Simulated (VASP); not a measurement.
Input of a VASP 6.6.1 run:

The input INCAR:

```
ALGO = Normal
EDIFF = 1E-6
ENCUT = 500
GGA = PE
GGA_COMPAT = False
ISIF = 2
ISMEAR = -1
LASPH = True
LCHARG = True
LELF = True
LREAL = False
LVHAR = True
LWAVE = False
NBANDS = 15
NELM = 120
PREC = Accurate
SIGMA = 0.1
```

File KPOINTS:

```
k-points
0
Gamma
  11 11 11
```

POSCAR

```
CsBr
1.0
    3.7011708484      0.0000000000      0.0000000000
    0.0000000000      3.7011708484      0.0000000000
    0.0000000000      0.0000000000      3.7011708484
Cs Br
1 1
Direct
    0.0000000000      0.0000000000      0.0000000000
    0.5000000000      0.5000000000      0.5000000000
```

Potentials or basis: VASP PAW PBE potentials, release 64 (Cs_sv, Br).

Launch:

```sh
$ cat potpaw_PBE.64/Cs_sv/POTCAR potpaw_PBE.64/Br/POTCAR > POTCAR
$ mpirun -np 1 vasp_std > vasp.out
```

Task: Estimate the band gap on the k mesh.

Result: 3.57 eV, direct.

Task: Estimate the pressure.

Result: 23.3 GPa.

Caveat: spin-orbit coupling is left out, which moves the levels of the heavy elements. A k mesh can miss the band edges.
